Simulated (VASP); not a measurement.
# Cd in VASP: further runs, part 2 of 2

VASP 6.6.1. Earlier steps stand in the parts before.

## 3. Single point, LDA

INCAR reads:

```
PREC = Accurate ; ENCUT = 520
EDIFF = 1E-7 ; ISMEAR = 1
SIGMA = 0.1 ; LREAL = False
LASPH = True ; NELM = 60
ALGO = Normal ; ISIF = 2
LWAVE = False ; LCHARG = True
GGA = CA ; LELF = True
LVHAR = True ; NBANDS = 19
```

KPOINTS reads:

```
regular mesh
0
Gamma
  11 11 5
```

POSCAR reads:

```
Cd
1.0
    2.9788700000      0.0000000000      0.0000000000
   -1.4894350000      2.5797770000      0.0000000000
    0.0000000000      0.0000000000      5.6176500000
Cd
2
Direct
    0.3333333333      0.6666666667      0.2500000000
    0.6627903626      0.3255807253      0.7500000000
```

Potentials or basis: VASP PAW LDA potentials, release 64 (Cd).

On the command line:

```
> cat potpaw_LDA.64/Cd/POTCAR > POTCAR
> mpirun -np 1 vasp_std > vasp.out
```

Run time: 58 s. Hardware: 1 thread of Intel Xeon 8259CL, shared host; peak memory 0.19 GiB.

Results (log left out):

```yaml
Free_energy: -2.9841 eV
Pressure: -3.8 GPa
Largest_force: 0.005 eV/Å
Band_gap_on_the_k_mesh: zero (band 12 reaches 4.37 eV, above the bottom of band 13 at -0.31 eV)
```

Forces on the atoms (eV/Å):
```
Cd   0.000 -0.005  0.000
Cd   0.000  0.005  0.000
```

Stress tensor (GPa, compression positive):
```
-3.53  0.00  0.00
 0.00 -3.62  0.00
 0.00  0.00 -4.26
```

Levels at points of the mesh, in eV from the Fermi level:
```csv
k point,band 9,band 10,band 11,band 12,band 13,band 14,band 15,band 16
"(0.00, 0.00, 0.00)",-8.73,-8.48,-8.47,-3.14,-3.10,10.44,14.48,14.67
```

## 4. Single point, LDA

INCAR reads:

```
SYSTEM = Cd
ALGO = Normal
EDIFF = 1E-6
ENCUT = 520
GGA = CA
ISIF = 2
ISMEAR = 1
LASPH = .True.
LCHARG = .True.
LELF = .True.
LREAL = .False.
LVHAR = .True.
LWAVE = .False.
NBANDS = 19
NELM = 60
PREC = Accurate
SIGMA = 0.1
```

KPOINTS reads:

```
k-points
0
Gamma
  11 11 5
  0 0 0
```

POSCAR: that of step 3 with these lines changed.

```diff
@@ -9,2 +9,2 @@
     0.3333333333      0.6666666667      0.2500000000
-    0.6627903626      0.3255807253      0.7500000000
+    0.6647285146      0.3294570293      0.7500000000
```

Potentials or basis: VASP PAW LDA potentials, release 64 (Cd).

On the command line:

```
> cat potpaw_LDA.64/Cd/POTCAR > POTCAR
> mpirun -np 1 vasp_std > vasp.out
```

OUTCAR:

```text
SYSTEM = Cd
   EDIFF = 1E-6
   ENCUT = 520
   GGA = CA
   ISIF = 2
   ISMEAR = 1
   LASPH = .True.
   LREAL = .False.
   NELM = 60
   PREC = Accurate

 ion  position               nearest neighbor table
   1  0.333  0.667  0.250-   2 3.29   2 3.29   2 3.30   2 3.30   2 3.30   2 3.30
   2  0.665  0.329  0.750-   1 3.29   1 3.29   1 3.30   1 3.30   1 3.30   1 3.30

  LATTYP: Found a hexagonal cell.
 ALAT       =     2.9788700000
 C/A-ratio  =     1.8858325472

  Lattice vectors:

 A1 = (   2.9788700000,   0.0000000000,   0.0000000000)
 A2 = (  -1.4894350000,   2.5797770000,   0.0000000000)
[... 192 lines left out ...]
      5      -6.4261      2.00000
      6      -6.4249      2.00000
[... 505 lines left out ...]
      6      -6.1228      2.00000
[... 11 lines left out ...]
     18      14.0364      0.00000
     19      14.9963      0.00000

 [... further k-points ...]
[... 5 lines left out ...]
  --------------------------------------------------------------------------------------
  -------------------------------------------------------------------------------------
  Total       -0.9568647     -0.9694262     -1.1490498      0.0000000      0.0000000      0.0000000
  in kB      -35.5118035    -35.9779921    -42.6443032      0.0000000      0.0000000      0.0000000
  external PRESSURE =     -38.0446996 kB  Pullay stress =       0.0000000 kB

 VOLUME and BASIS-vectors are now :
 -----------------------------------------------------------------------------
  energy-cutoff  :      520.00
  volume of cell :       43.17
      direct lattice vectors                 reciprocal lattice vectors
     2.978870000  0.000000000  0.000000000     0.335697765  0.193815202  0.000000000
    -1.489435000  2.579777000  0.000000000     0.000000000  0.387630404  0.000000000
     0.000000000  0.000000000  5.617650000     0.000000000  0.000000000  0.178010378

 POSITION                                       TOTAL-FORCE (eV/Angst)
 -----------------------------------------------------------------------------------
     -0.00000      1.71985      1.40441         0.000000     -0.002270      0.000000
      1.48943      0.84993      4.21324         0.000000      0.002270     -0.000000
 -----------------------------------------------------------------------------------
    total drift:                                0.000000     -0.000008     -0.000000

  FREE ENERGIE OF THE ION-ELECTRON SYSTEM (eV)
  ---------------------------------------------------
  free  energy   TOTEN  =        -2.9841601715 eV

  energy  without entropy=       -2.9837933315  energy(sigma->0) =       -2.98403789
```

It took 71 s on 1 thread of Intel Xeon 8259CL, shared host; peak memory 0.19 GiB.

Results:

- Free energy: -2.9842 eV
- Pressure: -3.8 GPa
- Band gap on the k mesh: zero (band 12 reaches 4.37 eV, above the bottom of band 13 at -0.31 eV)

Forces on the atoms (eV/Å):
```
Cd   0.000 -0.002  0.000
Cd   0.000  0.002  0.000
```

Stress tensor (GPa, compression positive):
```
-3.55  0.00  0.00
 0.00 -3.60  0.00
 0.00  0.00 -4.26
```

Levels at points of the mesh, in eV from the Fermi level:
```csv
k point,band 10,band 11,band 12,band 13,band 14,band 15
"(0.00, 0.00, 0.00)",-8.48,-8.48,-3.14,-3.10,10.44,14.48
```

## 5. Single point, LDA

INCAR reads:

```
PREC = Accurate
ENCUT = 520
EDIFF = 1E-6
ISMEAR = 1
SIGMA = 0.1
LREAL = F
LASPH = T
NELM = 80
ALGO = Normal
ISIF = 2
LWAVE = F
LCHARG = T
LELF = T
LVHAR = T
NBANDS = 19
```

KPOINTS reads:

```
regular mesh
0
Gamma
  11 11 5
```

POSCAR: that of step 4 with these lines changed.

```diff
@@ -9,2 +9,2 @@
     0.3333333333      0.6666666667      0.2500000000
-    0.6647285146      0.3294570293      0.7500000000
+    0.6686048187      0.3372096374      0.7500000000
```

Potentials or basis: VASP PAW LDA potentials, release 64 (Cd).

On the command line:

```
> cat potpaw_LDA.64/Cd/POTCAR > POTCAR
> mpirun -np 1 vasp_std > vasp.out
```

OUTCAR:

```text
PREC = Accurate
   ENCUT = 520
   EDIFF = 1E-6
   ISMEAR = 1
   LREAL = F
   LASPH = T
   NELM = 80
   ISIF = 2

 ion  position               nearest neighbor table
   1  0.333  0.667  0.250-   2 3.29   2 3.29   2 3.29   2 3.29   2 3.30   2 3.30
   2  0.669  0.337  0.750-   1 3.29   1 3.29   1 3.29   1 3.29   1 3.30   1 3.30

  LATTYP: Found a hexagonal cell.
 ALAT       =     2.9788700000
 C/A-ratio  =     1.8858325472

  Lattice vectors:

 A1 = (   2.9788700000,   0.0000000000,   0.0000000000)
 A2 = (  -1.4894350000,   2.5797770000,   0.0000000000)
[... 191 lines left out ...]
      4      -6.4766      2.00000
      5      -6.4261      2.00000
      6      -6.4249      2.00000
[... 505 lines left out ...]
      6      -6.1316      2.00000
[... 11 lines left out ...]
     18      14.0363      0.00000
     19      14.9946      0.00000

 [... further k-points ...]
[... 5 lines left out ...]
  --------------------------------------------------------------------------------------
  -------------------------------------------------------------------------------------
  Total       -0.9695761     -0.9567124     -1.1490494     -0.0000000      0.0000000      0.0000000
  in kB      -35.9835584    -35.5061523    -42.6442905     -0.0000000      0.0000000      0.0000000
  external PRESSURE =     -38.0446671 kB  Pullay stress =       0.0000000 kB

 VOLUME and BASIS-vectors are now :
 -----------------------------------------------------------------------------
  energy-cutoff  :      520.00
  volume of cell :       43.17
      direct lattice vectors                 reciprocal lattice vectors
     2.978870000  0.000000000  0.000000000     0.335697765  0.193815202  0.000000000
    -1.489435000  2.579777000  0.000000000     0.000000000  0.387630404  0.000000000
     0.000000000  0.000000000  5.617650000     0.000000000  0.000000000  0.178010378

 POSITION                                       TOTAL-FORCE (eV/Angst)
 -----------------------------------------------------------------------------------
     -0.00000      1.71985      1.40441         0.000000      0.002227      0.000000
      1.48943      0.86993      4.21324         0.000000     -0.002227     -0.000000
 -----------------------------------------------------------------------------------
    total drift:                                0.000000      0.000008      0.000000

  FREE ENERGIE OF THE ION-ELECTRON SYSTEM (eV)
  ---------------------------------------------------
  free  energy   TOTEN  =        -2.9841603136 eV

  energy  without entropy=       -2.9837934835  energy(sigma->0) =       -2.98403804
```

OSZICAR:

```text
N       E                     dE             d eps       ncg     rms          rms(c)
DAV:   1     0.180710763075E+03    0.18071E+03   -0.13132E+04  4120   0.128E+03
DAV:   2     0.115711746764E+01   -0.17955E+03   -0.17278E+03  4269   0.338E+02
DAV:   3    -0.312952631068E+01   -0.42866E+01   -0.42780E+01  4724   0.596E+01
DAV:   4    -0.313770027102E+01   -0.81740E-02   -0.81733E-02  4471   0.252E+00
DAV:   5    -0.313772605271E+01   -0.25782E-04   -0.25781E-04  4515   0.137E-01    0.457E+00
DAV:   6    -0.300136425066E+01    0.13636E+00   -0.29322E-01  4518   0.659E+00    0.365E+00
DAV:   7    -0.298663941355E+01    0.14725E-01   -0.25899E-02  4556   0.139E+00    0.176E+00
DAV:   8    -0.298414497327E+01    0.24944E-02   -0.33425E-03  4366   0.736E-01    0.841E-02
DAV:   9    -0.298415411910E+01   -0.91458E-05   -0.22331E-05  4578   0.500E-02    0.338E-02
DAV:  10    -0.298416033383E+01   -0.62147E-05   -0.66220E-06  4460   0.297E-02    0.231E-03
DAV:  11    -0.298416031363E+01    0.20204E-07   -0.69005E-08  2292   0.251E-03
   1 F= -.29841603E+01 E0= -.29840380E+01  d E =-.366830E-03
```

Run time: 72 s. Hardware: 1 thread of Intel Xeon 8259CL, shared host; peak memory 0.19 GiB.

What came out:

```
Free energy            : -2.9842 eV
Pressure               : -3.8 GPa
Band gap on the k mesh : zero (band 12 reaches 4.37 eV, above the bottom of band 13 at -0.31 eV)
```

Forces in eV/Å, atoms in the order of the input:
```
Cd   0.000  0.002  0.000
Cd   0.000 -0.002  0.000
```

## 6. Single point, LDA

INCAR: that of step 5 with these lines changed.

```diff
@@ -2,3 +2,3 @@
 ENCUT = 520
-EDIFF = 1E-6
+EDIFF = 1E-7
 ISMEAR = 1
@@ -7,3 +7,3 @@
 LASPH = T
-NELM = 80
+NELM = 100
 ALGO = Normal
```

KPOINTS reads:

```
Automatic mesh
0
Gamma
  11 11 5
```

POSCAR: that of step 5 with these lines changed.

```diff
@@ -9,2 +9,2 @@
     0.3333333333      0.6666666667      0.2500000000
-    0.6686048187      0.3372096374      0.7500000000
+    0.6705429707      0.3410859414      0.7500000000
```

Potentials or basis: VASP PAW LDA potentials, release 64 (Cd).

On the command line:

```
> cat potpaw_LDA.64/Cd/POTCAR > POTCAR
> mpirun -np 1 vasp_std > vasp.out
```

Run time: 75 s. Hardware: 1 thread of Intel Xeon 8259CL, shared host; peak memory 0.19 GiB.

Results (log left out):

```yaml
Free_energy: -2.9841 eV
Pressure: -3.8 GPa
Largest_force: 0.005 eV/Å
Band_gap_on_the_k_mesh: zero (band 12 reaches 4.37 eV, above the bottom of band 13 at -0.31 eV)
```

Forces in eV/Å, atoms in the order of the input:
```
Cd   0.000  0.005  0.000
Cd   0.000 -0.005  0.000
```

Stress tensor (GPa, compression positive):
```
-3.62  0.00  0.00
 0.00 -3.53  0.00
 0.00  0.00 -4.26
```

Levels at points of the mesh, in eV from the Fermi level:
```tsv
k point	band 8	band 9	band 10	band 11	band 12	band 13	band 14	band 15	band 16	band 17
(0.00, 0.00, 0.00)	-8.74	-8.73	-8.48	-8.47	-3.14	-3.10	10.44	14.48	14.66	14.73
```
